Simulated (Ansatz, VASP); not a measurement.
Two plane-wave programs on Rb

```xyz
4
Lattice="4.2054 0.0000 0.0000 -2.1027 3.6420 0.0000 0.0000 0.0000 15.4748" Properties=species:S:1:pos:R:3 pbc="T T T"
Rb    0.0000    0.0000    0.0000
Rb    0.0000    2.4280    3.8687
Rb    0.0000    0.0000    7.7374
Rb    2.1027    1.2140   11.6061
```

Alike in both runs: task single point; functional PBE; k mesh 12 × 12 × 4; occupations gaussian, width 0.1 eV; no spin polarisation.

|  | VASP | Ansatz |
| --- | --- | --- |
| version | VASP 6.6.1 | Ansatz 0.2.0 |
| potentials or method | VASP PAW PBE potentials, release 64 (Rb_sv), cutoff 520 eV | scalar-relativistic, plane waves, PAW |
| valence electrons in the cell | 36 | 36 |

|  | VASP | Ansatz | Ansatz less VASP |
| --- | --- | --- | --- |
| gap on the k mesh at the Fermi level (eV) | none | none | - |
| pressure (GPa) | 2.7 | 2.7 | 0.00 |
| traceless stress, the component that is largest in VASP (GPa) | -0.87 | -0.87 | +0.001 |

A gap of «none» marks a metal or a gap that the smearing closes. With one functional, cell and mesh, what is left measures potentials, basis and numerics.
